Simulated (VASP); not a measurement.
# Ti4O5 (I4/m) in VASP: further runs

Runs on Ti4O5. Level: PBEsol. Tasks: single point.

Everything below comes from runs of VASP 6.6.1. Logs are shortened: lines on timing, memory, paths and dates and some standing lists are left out, and cuts for length are marked.

### Step 1. The cell of the first run

It takes space group I4/m (No. 87, tetragonal). The conventional cell has a = 6.871 Å, b = 6.871 Å, c = 3.917 Å, α = 90.00°, β = 90.00°, γ = 90.00°. Within 2.6 Å of Ti (site symmetry m) lie 6 O at 1.97 to 2.23 Å. O (site symmetry m) has 5 Ti at 1.97 to 2.23 Å within 2.6 Å. Within 2.8 Å of O (site symmetry 4/m) lie 4 Ti at 2.09 Å.

### Step 2. Single point, PBEsol (strain +0.050 along x and y, -0.050 along z)

File INCAR:

```
SYSTEM = Ti4O5
PREC = Accurate
ENCUT = 520
EDIFF = 1E-6
ISMEAR = 0
SIGMA = 0.15
LREAL = .False.
LASPH = .True.
NELM = 60
ALGO = Normal
ISIF = 2
LWAVE = .False.
LCHARG = .True.
GGA = PS
LELF = .True.
LVHAR = .True.
NBANDS = 49
```

File KPOINTS:

```
regular mesh
0
Gamma
  12 12 12
  0 0 0
```

File POSCAR:

```
Ti4O5
1.0
   -3.4355781786      3.4355781786      1.9584685239
    3.4355781786     -3.4355781786      1.9584685239
    3.4355781786      3.4355781786     -1.9584685239
Ti O
4 5
Direct
    0.6070478066      0.2153590663      0.8224068729
    0.2153590663      0.3929521934      0.6083112597
    0.7846409337      0.6070478066      0.3916887403
    0.3929521934      0.7846409337      0.1775931271
    0.9080872218      0.3075578076      0.2156450294
    0.3075578076      0.0919127782      0.3994705858
    0.6924421924      0.9080872218      0.6005294142
    0.0919127782      0.6924421924      0.7843549706
    0.5000000000      0.5000000000      0.0000000000
```

Potentials or basis: VASP PAW PBE potentials, release 64 (Ti_sv, O).

The run is started by

```console
$ cat potpaw_PBE.64/Ti_sv/POTCAR potpaw_PBE.64/O/POTCAR > POTCAR
$ mpirun -np 1 vasp_std > vasp.out
```

OUTCAR:

```text
SYSTEM = Ti4O5
   PREC = Accurate
   ENCUT = 520
   EDIFF = 1E-6
   ISMEAR = 0
   LREAL = .False.
   LASPH = .True.
   NELM = 60
   ISIF = 2
   GGA = PS

 ion  position               nearest neighbor table
   1  0.607  0.215  0.822-   8 1.97   8 1.97   9 2.09   5 2.16   7 2.19   6 2.23   4 2.81   4 2.81

   2  0.215  0.393  0.608-   7 1.97   7 1.97   9 2.09   6 2.16   5 2.19   8 2.23   3 2.81   3 2.81

   3  0.785  0.607  0.392-   6 1.97   6 1.97   9 2.09   7 2.16   8 2.19   5 2.23   2 2.81   2 2.81

   4  0.393  0.785  0.178-   5 1.97   5 1.97   9 2.09   8 2.16   6 2.19   7 2.23   1 2.81   1 2.81

   5  0.908  0.308  0.216-   4 1.97   4 1.97   1 2.16   2 2.19   3 2.23
   6  0.308  0.092  0.399-   3 1.97   3 1.97   2 2.16   4 2.19   1 2.23
   7  0.692  0.908  0.601-   2 1.97   2 1.97   3 2.16   1 2.19   4 2.23
   8  0.092  0.692  0.784-   1 1.97   1 1.97   4 2.16   3 2.19   2 2.23
   9  0.500  0.500  0.000-   2 2.09   3 2.09   1 2.09   4 2.09

  LATTYP: Found a body centered tetragonal cell.
 ALAT       =     6.8711563572
 C/A-ratio  =     0.5700550015

  Lattice vectors:

 A1 = (  -3.4355781786,   3.4355781786,   1.9584685239)
 A2 = (   3.4355781786,  -3.4355781786,   1.9584685239)
 A3 = (   3.4355781786,   3.4355781786,  -1.9584685239)

Analysis of symmetry for initial positions (statically):
=====================================================================
 Subroutine PRICEL returns:
 Original cell was already a primitive cell.

 Routine SETGRP: Setting up the symmetry group for a
 body centered tetragonal supercell.

 Subroutine GETGRP returns: Found  8 space group operations
 (whereof  8 operations were pure point group operations)
 out of a pool of 16 trial point group operations.

The static configuration has the point symmetry C_4h.

Analysis of symmetry for dynamics (positions and initial velocities):
=====================================================================
 Subroutine PRICEL returns:
 Original cell was already a primitive cell.

 Routine SETGRP: Setting up the symmetry group for a
 body centered tetragonal supercell.

 Subroutine GETGRP returns: Found  8 space group operations
 (whereof  8 operations were pure point group operations)
 out of a pool of 16 trial point group operations.

The dynamic configuration has the point symmetry C_4h.

 Subroutine INISYM returns: Found  8 space group operations
 (whereof  8 operations are pure point group operations),
 and found     1 'primitive' translations

----------------------------------------------------------------------------------------

                                     Primitive cell

  volume of cell :      92.4648

  direct lattice vectors                    reciprocal lattice vectors
    -3.435578179  3.435578179  1.958468524     0.000000000  0.145535911  0.255301525
     3.435578179 -3.435578179  1.958468524     0.145535911  0.000000000  0.255301525
     3.435578179  3.435578179 -1.958468524     0.145535911  0.145535911  0.000000000

  length of vectors
     5.238510647  5.238510647  5.238510647     0.293869988  0.293869988  0.205818859

  position of ions in fractional coordinates (direct lattice)
     0.607047807  0.215359066  0.822406873
     0.215359066  0.392952193  0.608311260
     0.784640934  0.607047807  0.391688740
     0.392952193  0.784640934  0.177593127
     0.908087222  0.307557808  0.215645029
     0.307557808  0.091912778  0.399470586
     0.692442192  0.908087222  0.600529414
     0.091912778  0.692442192  0.784354971
     0.500000000  0.500000000  0.000000000

  ion indices of the primitive-cell ions
   primitive index   ion index
                 1           1
                 2           2
                 3           3
                 4           4
                 5           5
                 6           6
                 7           7
                 8           8
                 9           9

----------------------------------------------------------------------------------------

 KPOINTS: regular mesh

Automatic generation of k-mesh.
 Grid dimensions read from file:
 generate k-points for:   12   12   12

 Generating k-lattice:

  Cartesian coordinates                     Fractional coordinates (reciprocal lattice)
     0.000000000  0.012127993  0.021275127     0.083333333  0.000000000  0.000000000
     0.012127993  0.000000000  0.021275127     0.000000000  0.083333333  0.000000000
     0.012127993  0.012127993  0.000000000     0.000000000  0.000000000  0.083333333

  Length of vectors
     0.024489166  0.024489166  0.017151572

  Shift w.r.t. Gamma in fractional coordinates (k-lattice)
     0.000000000  0.000000000  0.000000000

 Subroutine IBZKPT returns following result:
 ===========================================

 Found    242 irreducible k-points:

 Following reciprocal coordinates:
            Coordinates               Weight
  0.000000  0.000000  0.000000      1.000000
  0.083333  0.000000 -0.000000      8.000000
  0.166667  0.000000 -0.000000      8.000000
  0.250000  0.000000 -0.000000      8.000000
  0.333333  0.000000 -0.000000      8.000000
  0.416667  0.000000 -0.000000      8.000000
[... 16 lines left out ...]
 -0.250000  0.083333  0.000000      8.000000
 -0.083333  0.250000 -0.000000      8.000000
 [... further k-points ...]
   k-points           NKPTS =    242   k-points in BZ     NKDIM =    242   number of bands    NBANDS=     49
   number of dos      NEDOS =    301   number of ions     NIONS =      9
   total plane-waves  NPLWV =  64000
   dimension x,y,z NGX =    40 NGY =   40 NGZ =   40
   dimension x,y,z NGXF=    80 NGYF=   80 NGZF=   80
   ions per type =               4   5
   NGX,Y,Z   is equivalent  to a cutoff of  12.69, 12.69, 12.69 a.u.
   NGXF,Y,Z  is equivalent  to a cutoff of  25.39, 25.39, 25.39 a.u.
 SYSTEM =  Ti4O5
   PREC   = accura    normal or accurate (medium, high low for compatibility)
   ISTART =      0    job   : 0-new  1-cont  2-samecut
   ICHARG =      2    charge: 1-file 2-atom 10-const
   ISPIN  =      1    spin polarized calculation?
   LNONCOLLINEAR =      F non collinear calculations
   LSORBIT =      F    spin-orbit coupling
   LASPH  =      T    aspherical Exc in radial PAW
   ENCUT  =  520.0 eV  38.22 Ry    6.18 a.u.   9.74  9.74  9.74*2*pi/ulx,y,z
   NELM   =     60;   NELMIN=  2; NELMDL= -5     # of ELM steps
   EDIFF  = 0.1E-05   stopping-criterion for ELM
   LREAL  =      F    real-space projection
   EDIFFG = 0.1E-04   stopping-criterion for IOM
   NSW    =      0    number of steps for IOM
   IBRION =     -1    ionic relax: 0-MD 1-quasi-New 2-CG
   NFREE  =      0    steps in history (QN), initial steepest desc. (CG)
   ISIF   =      2    stress and relaxation
   ISYM   =      2    0-nonsym 1-usesym 2-fastsym
   POTIM  = 0.5000    time-step for ionic-motion
   TEBEG  =    0.0;   TEEND  =   0.0 temperature during run
   PSTRESS=    0.0 pullay stress
   NELECT =      78.0000    total number of electrons
   NUPDOWN=      -1.0000    fix difference up-down
   EMIN   =  10.00;   EMAX   =-10.00  energy-range for DOS
   EFERMI =   0.00;   METHOD = LEGACY
   ISMEAR =     0;   SIGMA  =   0.15  broadening in eV -4-tet -1-fermi 0-gaus
   EFERMI_NEDOS =   21; number of points for ismear=-14 and -15
   IALGO  =     38    algorithm
   IMIX   =      4    mixing-type and parameters
     AMIX     =   0.40;   BMIX     =  1.00
     AMIX_MAG =   1.60;   BMIX_MAG =  1.00
  volume/ion in A,a.u.               =      10.27        69.33
  Fermi-wavevector in a.u.,A,eV,Ry     =   1.546848  2.923119 32.555183  2.392738
  Thomas-Fermi vector in A             =   2.652026
   LORBIT       =      0    0 simple, 1 ext, 2 COOP (PROOUT), +10 PAW based schemes
   GGA     = PS    functional components
   LHFCALC =     F    Hartree Fock is set to
   AEXX    =    0.0000 exact exchange contribution
   IVDW    =     0    specifies the selected vdW correction
   LEPSILON=     F    determine dielectric tensor
   LRPA    =     F    only Hartree local field effects (RPA)
 non-spin polarized calculation
 Gauss-broadening in eV      SIGMA  =   0.15
  energy-cutoff  :      520.00
  volume of cell :       92.46
 maximum number of plane-waves:      2518
   NGX = 19   NGY = 19   NGZ = 19

 number of electron      77.9999990 magnetization

 Free energy of the ion-electron system (eV)
  ---------------------------------------------------
  ext. energy  EPLUGINS =         0.00000000
  ---------------------------------------------------
  free energy    TOTEN  =       -84.08395330 eV

  energy without entropy =      -84.02474247  energy(sigma->0) =      -84.05434788

 E-fermi :   9.8146     XC(G=0): -12.3385

 val. band max:        9.8140334711   @ k =  -0.2500  -0.3333  -0.1667
 cond. band min:       9.8147077347   @ k =   0.0833   0.0000  -0.0000
 fundamental gap:      0.0006742637
 Fermi energy:         9.8145703164

 k-point     1 :       0.0000    0.0000    0.0000
  band No.  band energies     occupation
      1     -48.2012      2.00000
      2     -48.1050      2.00000
      3     -48.0794      2.00000
      4     -48.0794      2.00000
      5     -24.7915      2.00000
      6     -24.7264      2.00000
[... 41 lines left out ...]
     48      11.2790      0.00000
     49      11.8377      0.00000

 k-point     2 :       0.0833    0.0000   -0.0000
  band No.  band energies     occupation
      1     -48.1982      2.00000
      2     -48.1060      2.00000
      3     -48.0806      2.00000
      4     -48.0798      2.00000
      5     -24.7944      2.00000
      6     -24.7633      2.00000
[... 41 lines left out ...]
     48      11.2907      0.00000
     49      11.8151      0.00000

 k-point     3 :       0.1667    0.0000   -0.0000
  band No.  band energies     occupation
      1     -48.1898      2.00000
      2     -48.1083      2.00000
      3     -48.0839      2.00000
      4     -48.0813      2.00000
      5     -24.8315      2.00000
      6     -24.8123      2.00000
[... 1081 lines left out ...]
     48      11.3611      0.00000
     49      11.7469      0.00000

 k-point    24 :      -0.0833    0.2500   -0.0000
  band No.  band energies     occupation
      1     -48.1860      2.00000
      2     -48.1137      2.00000
      3     -48.0835      2.00000
      4     -48.0799      2.00000
      5     -24.8345      2.00000
      6     -24.8271      2.00000
[... 41 lines left out ...]
     48      11.3683      0.00000
     49      11.8362      0.00000

 [... further k-points ...]
[... 5 lines left out ...]
  --------------------------------------------------------------------------------------
  -------------------------------------------------------------------------------------
  Total      -11.0649723    -11.0649723     13.4373267     -0.0000001      0.0000000      0.0000000
  in kB     -191.7276088   -191.7276088    232.8344301     -0.0000018      0.0000000      0.0000000
  external PRESSURE =     -50.2069292 kB  Pullay stress =       0.0000000 kB

 VOLUME and BASIS-vectors are now :
 -----------------------------------------------------------------------------
  energy-cutoff  :      520.00
  volume of cell :       92.46
      direct lattice vectors                 reciprocal lattice vectors
    -3.435578179  3.435578179  1.958468524     0.000000000  0.145535911  0.255301525
     3.435578179 -3.435578179  1.958468524     0.145535911  0.000000000  0.255301525
     3.435578179  3.435578179 -1.958468524     0.145535911  0.145535911  0.000000000

 POSITION                                       TOTAL-FORCE (eV/Angst)
 -----------------------------------------------------------------------------------
      1.47977      4.17112      0.00000         0.730548     -0.042663      0.000000
      2.70004      1.47977      0.00000         0.042663      0.730548      0.000000
      0.73554      1.95581      1.95847        -0.042663     -0.730548     -0.000000
      1.95581     -0.73554      1.95847        -0.730548      0.042663     -0.000000
     -1.32230      2.80403      1.95847         0.484953     -0.289034      0.000000
      0.63155      2.11328     -0.00000         0.289034      0.484953      0.000000
      2.80403      1.32230      1.95847        -0.289034     -0.484953     -0.000000
      4.75788      0.63155      0.00000        -0.484953      0.289034     -0.000000
      0.00000      0.00000      1.95847         0.000000      0.000000      0.000000
 -----------------------------------------------------------------------------------
    total drift:                                0.000000      0.000000      0.000000

  FREE ENERGIE OF THE ION-ELECTRON SYSTEM (eV)
  ---------------------------------------------------
  free  energy   TOTEN  =       -84.0839533011 eV

  energy  without entropy=      -84.0247424672  energy(sigma->0) =      -84.05434788
```

Wall time 10 min (1 thread of Intel Xeon 6975P-C (Granite Rapids), shared host); peak memory 0.82 GiB.

What came out:

| Property | Result |
| --- | --- |
| Free energy | -84.0840 eV |
| Pressure | -5.0 GPa |
| Largest force | 0.732 eV/Å |
| Band gap on the k mesh | zero (band 39 reaches 10.57 eV, above the bottom of band 40 at 9.17 eV) |

Forces on the atoms (eV/Å):
```
Ti   0.731 -0.043  0.000
Ti   0.043  0.731  0.000
Ti  -0.043 -0.731  0.000
Ti  -0.731  0.043  0.000
O    0.485 -0.289  0.000
O    0.289  0.485  0.000
O   -0.289 -0.485  0.000
O   -0.485  0.289  0.000
O    0.000  0.000  0.000
```

Stress tensor (GPa, compression positive):
```
-19.17   0.00   0.00
  0.00 -19.17   0.00
  0.00   0.00  23.28
```

Caveat: the cell differs from its parent crystal (strain +0.050 along x and y, -0.050 along z); the PAW data sets were made with another functional, which shifts forces and pressure a little; semilocal functionals often make such compounds metallic where correlation or magnetic order opens a gap, which also shifts bond lengths.

### Step 3. Single point, PBEsol (strain -0.050 along x and y, -0.050 along z)

File INCAR:

```
SYSTEM = Ti4O5
PREC = Accurate
ENCUT = 520
EDIFF = 1E-6
ISMEAR = 0
SIGMA = 0.15
LREAL = .FALSE.
LASPH = .TRUE.
NELM = 60
ALGO = Normal
ISIF = 2
LWAVE = .FALSE.
LCHARG = .TRUE.
GGA = PS
LELF = .TRUE.
LVHAR = .TRUE.
NBANDS = 49
```

File KPOINTS:

```
Automatic mesh
0
G
  12 12 12
  0 0 0
```

Edit POSCAR of step 2 so:

```diff
@@ -2,5 +2,5 @@
 1.0
-   -3.4355781786      3.4355781786      1.9584685239
-    3.4355781786     -3.4355781786      1.9584685239
-    3.4355781786      3.4355781786     -1.9584685239
+   -3.1083802568      3.1083802568      1.9584685239
+    3.1083802568     -3.1083802568      1.9584685239
+    3.1083802568      3.1083802568     -1.9584685239
 Ti O
```

Potentials or basis: VASP PAW PBE potentials, release 64 (Ti_sv, O).

The run is started by

```console
$ cat potpaw_PBE.64/Ti_sv/POTCAR potpaw_PBE.64/O/POTCAR > POTCAR
$ mpirun -np 1 vasp_std > vasp.out
```

Wall time 7.3 min (1 thread of Intel Xeon 6975P-C (Granite Rapids), shared host); peak memory 0.69 GiB.

Results (log left out):

| Quantity | Value |
| --- | --- |
| Free energy | -83.0577 eV |
| Pressure | 54.5 GPa |
| Largest force | 1.053 eV/Å |
| Band gap on the k mesh | zero (band 39 reaches 13.36 eV, above the bottom of band 40 at 11.70 eV) |

Forces in eV/Å, atoms in the order of the input:
```
Ti  -0.328  0.082  0.000
Ti  -0.082 -0.328  0.000
Ti   0.082  0.328  0.000
Ti   0.328 -0.082  0.000
O   -0.878  0.581  0.000
O   -0.581 -0.878  0.000
O    0.581  0.878  0.000
O    0.878 -0.581  0.000
O    0.000  0.000  0.000
```

Stress tensor (GPa, compression positive):
```
55.06  0.00  0.00
 0.00 55.06  0.00
 0.00  0.00 53.30
```

Levels at points of the mesh, in eV from the Fermi level:
| k point | band 36 | band 37 | band 38 | band 39 | band 40 | band 41 | band 42 | band 43 |
| --- | --- | --- | --- | --- | --- | --- | --- | --- |
| (0.00, 0.00, 0.00) | -5.32 | -1.43 | -1.43 | -0.91 | -0.24 | 0.13 | 0.64 | 0.64 |
| (0.50, 0.00, 0.00) | -5.57 | -1.30 | 0.09 | 0.32 | 0.76 | 0.95 | 1.07 | 1.18 |
| (0.50, 0.50, 0.00) | -5.67 | -3.36 | -1.75 | -0.74 | 0.06 | 0.09 | 0.88 | 0.97 |
| (0.50, 0.50, 0.50) | -5.98 | -3.37 | -2.66 | -1.81 | -0.91 | -0.91 | 1.65 | 1.70 |

Caveat: the cell differs from its parent crystal (strain -0.050 along x and y, -0.050 along z); the PAW data sets were made with another functional, which shifts forces and pressure a little; semilocal functionals often make such compounds metallic where correlation or magnetic order opens a gap, which also shifts bond lengths.
